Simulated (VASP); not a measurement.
Input of a VASP 6.6.1 run:

INCAR

```
ALGO     = Normal         # electronic algorithm
EDIFF    = 1E-7           # SCF threshold, eV
EDIFFG   = -0.03          # ionic threshold
ENCUT    = 500            # plane-wave cutoff, eV
GGA      = CA             # functional
GGA_COMPAT= F            
IBRION   = 2              # ionic algorithm
ISIF     = 3              # what is computed and relaxed
ISMEAR   = 1              # smearing method
LASPH    = T              # aspherical terms in the spheres
LCHARG   = F              # write CHGCAR
LREAL    = F              # projectors in reciprocal space
LWAVE    = F              # write WAVECAR
NELM     = 120            # most SCF steps
NELMIN   = 4            
NSW      = 80             # ionic steps
PREC     = Accurate       # precision mode
PSTRESS  = 150.0        
SIGMA    = 0.02           # smearing width, eV
```

KPOINTS

```
k-points
0
Gamma
  4 4 4
```

File POSCAR:

```
CsH
1.0
    0.0000000000      3.1880000000      3.1880000000
    3.1880000000      0.0000000000      3.1880000000
    3.1880000000      3.1880000000      0.0000000000
Cs H
1 1
Direct
    0.0000000000      0.0000000000      0.0000000000
    0.5000000000      0.5000000000      0.5000000000
```

Potentials or basis: VASP PAW LDA potentials, release 64 (Cs_sv, H).

Run with:

```bash
$ cat potpaw_LDA.64/Cs_sv/POTCAR potpaw_LDA.64/H/POTCAR > POTCAR
$ mpirun -np 1 vasp_std > vasp.out
```

(1) Predict the space group after relaxing (to 0.1 Å).

(2) Predict the relaxed volume.

(3) What does it give for the band gap on the k mesh?

(4) What does it give for the relaxed cell?

## Answers

(1) Fm-3m (No. 225).

(2) 17.38 Å³/atom.

(3) 0.50 eV (least direct gap 0.54 eV).

(4) a = 3.663 Å, b = 3.663 Å, c = 3.663 Å, α = 60.00°, β = 60.00°, γ = 60.00°.

Caveat: the k points lie up to 0.53 Å⁻¹ apart in the final cell; the cell is relaxed towards a set pressure, so the run minimises the enthalpy, not the energy; the volume moved by over 15 % at a fixed basis, so the end points are rough; spin-orbit coupling is left out, which moves the levels of the heavy elements.
